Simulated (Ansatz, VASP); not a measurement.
Two plane-wave programs on SnSe

The input POSCAR:

```
SnSe
1.0
    0.0000000000      3.0100000000      3.0100000000
    3.0100000000      0.0000000000      3.0100000000
    3.0100000000      3.0100000000      0.0000000000
Sn Se
1 1
Direct
    0.0000000000      0.0000000000      0.0000000000
    0.5498338870      0.5498338870      0.4501661130
```

Contents of INCAR.step1:

```
SYSTEM = SnSe
PREC = Accurate ; ENCUT = 520
ISMEAR = 0 ; SIGMA = 0.05
LREAL = .FALSE. ; LASPH = .TRUE.
NELM = 80 ; NBANDS = 17
GGA = PE ; ALGO = Normal
EDIFF = 1E-4 ; LWAVE = .TRUE.
LCHARG = .FALSE.
```

The input INCAR.step2:

```
SYSTEM = SnSe
PREC = Accurate ; ENCUT = 520
EDIFF = 1E-6 ; ISMEAR = 0
SIGMA = 0.05 ; LREAL = .FALSE.
LASPH = .TRUE. ; NELM = 80
ALGO = Normal ; ISIF = 2
LWAVE = .FALSE. ; LCHARG = .TRUE.
METAGGA = R2SCAN ; LMIXTAU = .TRUE.
LELF = .TRUE. ; LVHAR = .TRUE.
NBANDS = 17 ; ISTART = 1
```

File KPOINTS:

```
Automatic mesh
0
G
  10 10 10
  0 0 0
```

Input for Ansatz:

```yaml
crystal:
  lattice:
    - [0.0, 3.01, 3.01]
    - [3.01, 0.0, 3.01]
    - [3.01, 3.01, 0.0]
  atoms:
    - { symbol: Sn, position: [0.0, 0.0, 0.0] }
    - { symbol: Se, position: [0.549833887, 0.549833887, 0.450166113] }
basis:
  ecutwfc: 500
kpoints:
  mp_grid: { grid: [10, 10, 10] }
hamiltonian:
  xc: r2scan
scf:
  occupations: { method: gaussian, width: 0.05 }
output:
  forces: true
  stress: true
  eigenvalues: true
```

Change from the starting cell: all Se atoms moved -0.300 Å, as atom 2 towards its neighbour atom 1 (Sn) at 3.010 Å.

Alike in both runs: task single point; functional r2SCAN; k mesh 10 × 10 × 10; occupations gaussian, width 0.05 eV; no spin polarisation.

```csv
,VASP,Ansatz
version,VASP 6.6.1,Ansatz 0.2.0
potentials or method,"VASP PAW PBE potentials, release 64 (Sn_d, Se), cutoff 520 eV","scalar-relativistic, plane waves, PAW"
valence electrons in the cell,20,30
```

```csv
,VASP,Ansatz,Ansatz less VASP
gap on the k mesh at the Fermi level (eV),0.80,0.79,-0.004
least direct gap on the mesh (eV),0.84,0.85,+0.002
pressure (GPa),1.4,1.4,-0.01
"traceless stress, the component that is largest in VASP (GPa)",1.74,1.72,-0.022
rms of the force components (eV/Å),0.166,0.160,-0.0059
```

VASP's potentials were made for PBE, not for r2SCAN. Atom by atom the forces differ by 0.006 eV/Å (rms over components). VASP's potentials hold 20 valence electrons a cell and Ansatz's 30, so a difference there can come from the potentials and not from the codes.
